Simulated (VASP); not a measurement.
# Al32AgO48 (a cell with a defect) in VASP: further runs, part 3 of 3

VASP 6.6.1. The steps go on from the part before.

## Step 5: Single point, PBE

INCAR reads:

```
SYSTEM = Al32AgO48
  PREC = Accurate
  ENCUT = 520
  EDIFF = 1E-6
  ISMEAR = -1
  SIGMA = 0.01
  LREAL = Auto
  LASPH = .True.
  NELM = 60
  ALGO = Normal
  ISIF = 2
  LWAVE = .False.
  LCHARG = .False.
  GGA = PE
  NBANDS = 244
  NELECT = 394.0
```

KPOINTS reads:

```
Automatic mesh
0
Gamma
  1 1 1
  0 0 0
```

POSCAR reads:

```
Al32AgO48
1.0
    4.8078835200      2.7758328500      8.7484141900
   -4.8078835200      2.7758328500      8.7484141900
    0.0000000000     -5.5516656900      8.7484141900
Al O Ag
32 48 1
Direct
    0.3383945230      0.3343359804      0.3395579878
    0.4330954190      0.4328583085      0.4325092571
    0.0688194409      0.0690642472      0.0678634291
    0.1663819724      0.1585296607      0.1666696873
    0.3282920306      0.3209470107      0.8230434456
    0.4339005232      0.4372760210      0.9144279849
    0.0725189831      0.0710208187      0.5794287114
    0.1740575664      0.1791298607      0.6783798724
    0.3235274215      0.8219927005      0.3276961342
    0.4320986531      0.9207889449      0.4295449276
    0.0666224256      0.5865559867      0.0688132382
    0.1808948819      0.6795897838      0.1733680765
    0.3250900970      0.8274545969      0.8213011512
    0.4293514710      0.9262447485      0.9238181483
    0.0739512859      0.5755659756      0.5766023262
    0.1777218940      0.6754452665      0.6789226227
    0.8225329087      0.3277160126      0.3214620334
    0.9196314745      0.4307300711      0.4304686325
    0.5840910143      0.0692594902      0.0670050781
    0.6785996331      0.1740377007      0.1787302723
    0.8227601248      0.3254481600      0.8248159257
    0.9252198853      0.4280639143      0.9257694741
    0.5778061020      0.0730752803      0.5747759502
    0.6797506858      0.1777364440      0.6741517145
    0.8268798323      0.8227260295      0.3229933574
    0.9265039594      0.9242930073      0.4278054825
    0.5757032890      0.5768291482      0.0725638794
    0.6757055691      0.6793352328      0.1757992692
    0.8252791792      0.8253018503      0.8230079581
    0.9276762460      0.9288850939      0.9241910882
    0.5755760591      0.5762079380      0.5721140343
    0.6779202045      0.6780452076      0.6751386960
    0.2133590637      0.0176841901      0.3831557180
    0.4854971549      0.1157163579      0.2928172029
    0.0095274110      0.3907090665      0.2106293187
    0.3907679978      0.1995422753      0.0118450302
    0.1173275044      0.2881465346      0.4846230496
    0.2998715477      0.4938618963      0.1087866961
    0.2224711729      0.0282568172      0.8725102090
    0.4758728364      0.1242093668      0.7739305881
    0.0276323294      0.3774415527      0.7244190506
    0.3753608437      0.2256737731      0.5360498632
    0.1262480383      0.2748874545      0.9677994638
    0.2799269578      0.4740421014      0.6284958924
    0.2262729713      0.5341075921      0.3757863789
    0.4743308174      0.6281303004      0.2787656666
    0.0276466203      0.8735144503      0.2214040923
    0.3783206562      0.7275420949      0.0251888640
    0.1249912125      0.7765550424      0.4740555100
    0.2754791427      0.9635186899      0.1271845108
    0.2254932372      0.5249651346      0.8802507705
    0.4738536099      0.6324606138      0.7715331945
    0.0306241086      0.8727861500      0.7243162859
    0.3765272444      0.7214382626      0.5299954801
    0.1248979053      0.7824579287      0.9692586750
    0.2781345851      0.9755119209      0.6222954239
    0.7259801743      0.0269923585      0.3763119050
    0.9667589467      0.1257240125      0.2758294846
    0.5359337766      0.3745190924      0.2265174188
    0.8732615196      0.2225269527      0.0267800055
    0.6286266726      0.2795928425      0.4735014159
    0.7760109175      0.4749212605      0.1233364311
    0.7282303585      0.0297232116      0.8694856081
    0.9712557594      0.1263444833      0.7794809795
    0.5310228355      0.3776106330      0.7202538578
    0.8793110481      0.2243024592      0.5249697640
    0.6224543414      0.2775545548      0.9744292184
    0.7763169447      0.4729712014      0.6277652996
    0.7196973318      0.5317612064      0.3758111236
    0.9773693944      0.6224227754      0.2757416862
    0.5272877535      0.8781928852      0.2235536857
    0.8714386853      0.7282977383      0.0273256577
    0.6305215164      0.7762024583      0.4702476276
    0.7809510864      0.9716381104      0.1235824892
    0.7207996283      0.5293451149      0.8753457281
    0.9733908140      0.6249160656      0.7807497754
    0.5301009540      0.8768474991      0.7193022702
    0.8775339685      0.7206248012      0.5281039559
    0.6260165406      0.7813711778      0.9713899147
    0.7818783435      0.9723937743      0.6239448422
    0.2540382161      0.2679509907      0.2294676695
```

Potentials or basis: VASP PAW PBE potentials, release 64 (Al, O, Ag).

Command:

```
> cat potpaw_PBE.64/Al/POTCAR potpaw_PBE.64/O/POTCAR potpaw_PBE.64/Ag/POTCAR > POTCAR
> mpirun -np 1 vasp_gam > vasp.out
```

OUTCAR:

```text
SYSTEM = Al32AgO48
   PREC = Accurate
   ENCUT = 520
   EDIFF = 1E-6
   ISMEAR = -1
   LREAL = Auto
   LASPH = .True.
   NELM = 60
   ISIF = 2
   GGA = PE
   NELECT = 394.0

 ion  position               nearest neighbor table
   1  0.338  0.334  0.340-  42 1.83  59 1.85  45 1.85  34 2.04  37 2.06  38 2.11  81 2.29   2 2.50
                             8 2.77  20 2.79  12 2.82  23 3.34  15 3.36
   2  0.433  0.433  0.433-  46 1.83  61 1.83  44 1.84  59 2.05  45 2.05  42 2.06   1 2.50  15 2.86
                            23 2.87  27 2.87  17 3.15   9 3.15   5 3.16
   3  0.069  0.069  0.068-  39 1.83  60 1.83  47 1.83  43 2.05  50 2.06  58 2.06   4 2.50  22 2.86
                            26 2.87  14 2.87  12 3.15   8 3.15  20 3.16
   4  0.166  0.159  0.167-  50 1.83  58 1.84  43 1.86  33 2.03  36 2.06  35 2.14  81 2.28   3 2.50
                             9 2.76   5 2.81  17 2.81  26 3.33  14 3.34
   5  0.328  0.321  0.823-  44 1.85  40 1.87  36 1.88  43 1.90  65 2.01  51 2.02   6 2.74  24 2.81
                             4 2.81  16 2.83   2 3.16  14 3.23  22 3.29
   6  0.434  0.437  0.914-  52 1.82  67 1.86  38 1.89  65 1.96  51 1.97  36 2.28  31 2.73  81 2.74
                             5 2.74  11 2.94  19 2.94  21 3.18  13 3.19
   7  0.073  0.071  0.579-  53 1.85  66 1.87  33 1.88  56 1.97  64 1.98  37 2.10   8 2.70  30 2.76
                            10 2.88  18 2.88  81 3.00  24 3.21  16 3.23
   8  0.174  0.179  0.678-  39 1.85  41 1.87  42 1.89  37 1.91  64 1.99  56 2.01   7 2.70   1 2.77
                            21 2.81  13 2.81   3 3.15  15 3.24  23 3.29
   9  0.324  0.822  0.328-  46 1.85  49 1.87  50 1.90  33 1.92  54 1.99  71 2.01  10 2.71   4 2.76
[... 93 lines left out ...]
  79  0.626  0.781  0.971-  14 1.86  29 1.87  28 1.99  27 1.99
  80  0.782  0.972  0.624-  26 1.86  29 1.86  23 1.98  24 2.00
  81  0.254  0.268  0.229-  38 2.13  36 2.15  35 2.16  34 2.23  37 2.25  33 2.28   4 2.28   1 2.29
                             6 2.74  11 2.75  19 2.85  18 2.88  10 2.99   7 3.00

  LATTYP: Found a trigonal (rhomboedric) cell.
 ALAT       =    10.3612616410
 COS(alpha) =     0.5693617618

  Lattice vectors:

 A1 = (   4.8078835200,   2.7758328500,   8.7484141900)
 A2 = (  -4.8078835200,   2.7758328500,   8.7484141900)
 A3 = (   0.0000000000,  -5.5516656900,   8.7484141900)

Analysis of symmetry for initial positions (statically):
=====================================================================
 Subroutine PRICEL returns:
 Original cell was already a primitive cell.

 Routine SETGRP: Setting up the symmetry group for a
 trigonal (rhombohedral) supercell.

 Subroutine GETGRP returns: Found  1 space group operations
 (whereof  1 operations were pure point group operations)
 out of a pool of 12 trial point group operations.

The static configuration has the point symmetry C_1 .

Analysis of symmetry for dynamics (positions and initial velocities):
=====================================================================
 Subroutine PRICEL returns:
 Original cell was already a primitive cell.

 Routine SETGRP: Setting up the symmetry group for a
 trigonal (rhombohedral) supercell.

 Subroutine GETGRP returns: Found  1 space group operations
 (whereof  1 operations were pure point group operations)
 out of a pool of 12 trial point group operations.

The dynamic configuration has the point symmetry C_1 .

 Subroutine INISYM returns: Found  1 space group operations
 (whereof  1 operations are pure point group operations),
 and found     1 'primitive' translations

[... 209 lines left out ...]
  0.000000  0.000000  0.000000      1.000000
   k-points           NKPTS =      1   k-points in BZ     NKDIM =      1   number of bands    NBANDS=    244
   number of dos      NEDOS =    301   number of ions     NIONS =     81
   total plane-waves  NPLWV = 512000
   dimension x,y,z NGX =    80 NGY =   80 NGZ =   80
   dimension x,y,z NGXF=   160 NGYF=  160 NGZF=  160
   ions per type =              32  48   1
   NGX,Y,Z   is equivalent  to a cutoff of  12.84, 12.84, 12.84 a.u.
   NGXF,Y,Z  is equivalent  to a cutoff of  25.67, 25.67, 25.67 a.u.
 SYSTEM =  Al32AgO48
   PREC   = accura    normal or accurate (medium, high low for compatibility)
   ISTART =      0    job   : 0-new  1-cont  2-samecut
   ICHARG =      2    charge: 1-file 2-atom 10-const
   ISPIN  =      1    spin polarized calculation?
   LNONCOLLINEAR =      F non collinear calculations
   LSORBIT =      F    spin-orbit coupling
   LASPH  =      T    aspherical Exc in radial PAW
   ENCUT  =  520.0 eV  38.22 Ry    6.18 a.u.  19.27 19.27 19.27*2*pi/ulx,y,z
   NELM   =     60;   NELMIN=  2; NELMDL= -5     # of ELM steps
   EDIFF  = 0.1E-05   stopping-criterion for ELM
   LREAL  =      T    real-space projection
   EDIFFG = 0.1E-04   stopping-criterion for IOM
   NSW    =      0    number of steps for IOM
   IBRION =     -1    ionic relax: 0-MD 1-quasi-New 2-CG
   NFREE  =      0    steps in history (QN), initial steepest desc. (CG)
   ISIF   =      2    stress and relaxation
   ISYM   =      2    0-nonsym 1-usesym 2-fastsym
   POTIM  = 0.5000    time-step for ionic-motion
   TEBEG  =    0.0;   TEEND  =   0.0 temperature during run
   PSTRESS=    0.0 pullay stress
   NELECT =     394.0000    total number of electrons
   NUPDOWN=      -1.0000    fix difference up-down
   EMIN   =  10.00;   EMAX   =-10.00  energy-range for DOS
   EFERMI =   0.00;   METHOD = LEGACY
   ISMEAR =    -1;   SIGMA  =   0.01  broadening in eV -4-tet -1-fermi 0-gaus
   EFERMI_NEDOS =   21; number of points for ismear=-14 and -15
   IALGO  =     38    algorithm
   IMIX   =      4    mixing-type and parameters
     AMIX     =   0.40;   BMIX     =  1.00
     AMIX_MAG =   1.60;   BMIX_MAG =  1.00
  volume/ion in A,a.u.               =       8.65        58.36
  Fermi-wavevector in a.u.,A,eV,Ry     =   1.351339  2.553660 24.845829  1.826117
  Thomas-Fermi vector in A             =   2.478769
   LORBIT       =      0    0 simple, 1 ext, 2 COOP (PROOUT), +10 PAW based schemes
   GGA     = PE    functional components
   LHFCALC =     F    Hartree Fock is set to
   AEXX    =    0.0000 exact exchange contribution
   IVDW    =     0    specifies the selected vdW correction
   LEPSILON=     F    determine dielectric tensor
   LRPA    =     F    only Hartree local field effects (RPA)
 non-spin polarized calculation
  energy-cutoff  :      520.00
  volume of cell :      700.53
 maximum number of plane-waves:      9404
 NGX is ok and might be reduce to    80
   NGX = 39   NGY = 39   NGZ = 39

 number of electron     394.0000002 magnetization

 Free energy of the ion-electron system (eV)
  ---------------------------------------------------
  ext. energy  EPLUGINS =         0.00000000
  ---------------------------------------------------
  free energy    TOTEN  =      -600.94975426 eV

  energy without entropy =     -600.94975426  energy(sigma->0) =     -600.94975426

 E-fermi :   8.0539     XC(G=0): -11.6635

 val. band max:        7.7716687457   @ k =   0.0000   0.0000   0.0000
 cond. band min:      11.5568951164   @ k =   0.0000   0.0000   0.0000
 fundamental gap:      3.7852263707
 Fermi energy:         8.0539116157

 k-point     1 :       0.0000    0.0000    0.0000
  band No.  band energies     occupation
      1     -12.9844      2.00000
      2     -12.0689      2.00000
      3     -12.0512      2.00000
      4     -12.0099      2.00000
      5     -11.9093      2.00000
      6     -11.8854      2.00000
[... 201 lines left out ...]
    208      15.2556      0.00000
    209      15.3078      0.00000
 [bands above 209 left out]

------------------------ aborting loop because EDIFF is reached ----------------------------------------

  FORCE on cell =-STRESS in cart. coord.  units (eV):
  Direction    XX          YY          ZZ          XY          YZ          ZX
  --------------------------------------------------------------------------------------
  -------------------------------------------------------------------------------------
  Total       13.5103126     13.0211347     19.1636926     -0.3045421      0.6111934     -0.5566982
  in kB       30.8992647     29.7804722     43.8290386     -0.6965144      1.3978527     -1.2732174
  external PRESSURE =      34.8362585 kB  Pullay stress =       0.0000000 kB

 VOLUME and BASIS-vectors are now :
 -----------------------------------------------------------------------------
  energy-cutoff  :      520.00
  volume of cell :      700.53
      direct lattice vectors                 reciprocal lattice vectors
     4.807883520  2.775832850  8.748414190     0.103995864  0.060042040  0.038102144
    -4.807883520  2.775832850  8.748414190    -0.103995864  0.060042040  0.038102144
     0.000000000 -5.551665690  8.748414190     0.000000000 -0.120084080  0.038102144

 POSITION                                       TOTAL-FORCE (eV/Angst)
 -----------------------------------------------------------------------------------
      0.01951     -0.01773      8.85592        -0.000891     -0.000368      0.009160
      0.00114      0.00260     11.35949         0.001977      0.001191      0.010413
     -0.00118      0.00599      1.79996         0.001959     -0.002383     -0.006823
      0.03775     -0.02339      4.30056        -0.003571     -0.000269     -0.010007
      0.03531     -2.76708     12.88014         0.000272     -0.001559     -0.012636
     -0.01623     -2.65836     15.62121         0.000600      0.003085      0.002687
[... 73 lines left out ...]
     -0.91598      1.40563     20.80563         0.004259     -0.001744      0.001689
     -0.06689      0.17503      6.57406         0.000335      0.007007      0.000446
 -----------------------------------------------------------------------------------
    total drift:                               -0.011321      0.006852      0.022567

  FREE ENERGIE OF THE ION-ELECTRON SYSTEM (eV)
  ---------------------------------------------------
  free  energy   TOTEN  =      -600.9497542618 eV

  energy  without entropy=     -600.9497542618  energy(sigma->0) =     -600.94975426
```

It took 5.9 min on 1 thread of Intel Xeon Platinum 8375C at 2.90GHz (Ice Lake), shared host; peak memory 0.96 GiB.

Results:

```yaml
Free_energy: -600.9498 eV
Largest_force: 0.022 eV/Å
```

Forces in eV/Å, atoms in the order of the input:
```
Al  -0.001  0.000  0.009
Al   0.002  0.001  0.010
Al   0.002 -0.002 -0.007
Al  -0.004  0.000 -0.010
Al   0.000 -0.002 -0.013
Al   0.001  0.003  0.003
Al   0.001 -0.003 -0.005
Al   0.003  0.002  0.016
Al   0.003  0.000 -0.016
Al   0.004 -0.003  0.010
Al  -0.003  0.003 -0.010
Al  -0.002 -0.004  0.018
Al   0.001  0.002 -0.007
Al  -0.004 -0.002  0.010
Al   0.004  0.002 -0.010
Al  -0.004  0.001  0.007
Al   0.000 -0.001 -0.015
Al  -0.002 -0.003  0.011
Al   0.000  0.007 -0.012
Al   0.000  0.003  0.017
Al   0.002  0.001 -0.007
Al   0.003 -0.001  0.007
Al  -0.005  0.002 -0.006
Al   0.001 -0.005  0.005
Al   0.002  0.001 -0.006
Al  -0.003  0.003  0.009
Al   0.000 -0.004 -0.008
Al   0.005  0.001  0.007
Al   0.000 -0.002 -0.008
Al  -0.003 -0.002  0.005
Al  -0.001 -0.002 -0.006
Al  -0.003 -0.005  0.008
O   -0.006  0.015  0.008
O   -0.011 -0.001 -0.010
O    0.008  0.003  0.001
O   -0.004 -0.010  0.011
O    0.000  0.009 -0.005
O    0.013 -0.015 -0.010
O   -0.001  0.001 -0.002
O   -0.005 -0.006  0.003
O    0.001  0.003  0.000
O    0.008 -0.012  0.000
O   -0.007  0.008  0.001
O    0.002 -0.002 -0.002
O   -0.011 -0.001 -0.004
O   -0.001  0.000 -0.003
O   -0.001 -0.001 -0.001
O    0.001 -0.002 -0.001
O    0.000 -0.001  0.001
O    0.011  0.005 -0.003
O    0.001  0.004 -0.002
O   -0.002 -0.002 -0.001
O    0.000  0.001  0.002
O    0.003 -0.002 -0.001
O    0.004  0.002  0.002
O   -0.001  0.000  0.001
O   -0.005  0.000 -0.002
O   -0.006 -0.009 -0.002
O    0.005  0.014 -0.004
O   -0.001  0.001 -0.002
O    0.000  0.002 -0.001
O    0.003 -0.001  0.001
O   -0.004  0.002  0.003
O   -0.005 -0.002  0.001
O    0.001  0.002  0.000
O   -0.002  0.003  0.002
O   -0.002 -0.005 -0.002
O    0.002 -0.001  0.002
O    0.002  0.000 -0.001
O    0.006  0.000 -0.001
O   -0.002  0.002  0.005
O   -0.003 -0.004  0.000
O    0.002  0.006  0.001
O   -0.001 -0.003 -0.001
O   -0.005  0.000  0.000
O   -0.003 -0.003  0.002
O    0.004  0.004  0.000
O    0.003 -0.005 -0.001
O    0.002  0.006  0.002
O    0.004 -0.002  0.002
Ag   0.000  0.007  0.000
```

Caveat: the k points lie up to 0.79 Å⁻¹ apart; the cell carries a net charge on a neutralising background, which shifts energy and pressure; the cell is charged against a uniform background, so pressure and absolute levels hang on convention.
